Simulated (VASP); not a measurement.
A run of VASP 6.6.1 is set up as follows.

INCAR

```
ALGO = Normal ; EDIFF = 1E-6
ENCUT = 520 ; GGA = PE
ISIF = 2 ; ISMEAR = 0
LASPH = True ; LCHARG = True
LELF = True ; LREAL = False
LVHAR = True ; LWAVE = False
NBANDS = 21 ; NELM = 80
PREC = Accurate ; SIGMA = 0.1
```

The input KPOINTS:

```
k-points
0
Gamma
  6 6 6
```

Contents of POSCAR:

```
SiC2
1.0
   -2.5744144000      3.3806506300      1.8097180300
    2.5744144000     -3.3806506300      1.8097180300
    2.5744144000      3.3806506300     -1.8097180300
Si C
2 4
Direct
    0.0000000000      0.5000000000      0.0000000000
    0.0000000000      0.0000000000      0.5000000000
    0.8824558900      0.8059440100      0.0765118800
    0.2294321300      0.8059440100      0.4234881200
    0.1175441100      0.1940559900      0.9234881200
    0.7705678700      0.1940559900      0.5765118800
```

Potentials or basis: VASP PAW PBE potentials, release 64 (Si, C).

Launch:

```sh
$ cat potpaw_PBE.64/Si/POTCAR potpaw_PBE.64/C/POTCAR > POTCAR
$ mpirun -np 1 vasp_std > vasp.out
```

Problem. What does it give for the largest force?

Solution. 7.052 eV/Å.

Problem. What does it give for the pressure?

Solution. 28.4 GPa.

Stress tensor (GPa, compression positive):
```
 83.88   0.00   0.00
  0.00  30.89   0.00
  0.00   0.00 -29.63
```

Caveat: forces of over 1 eV/Å act on the atoms, so gaps and moduli don't describe the material at rest.
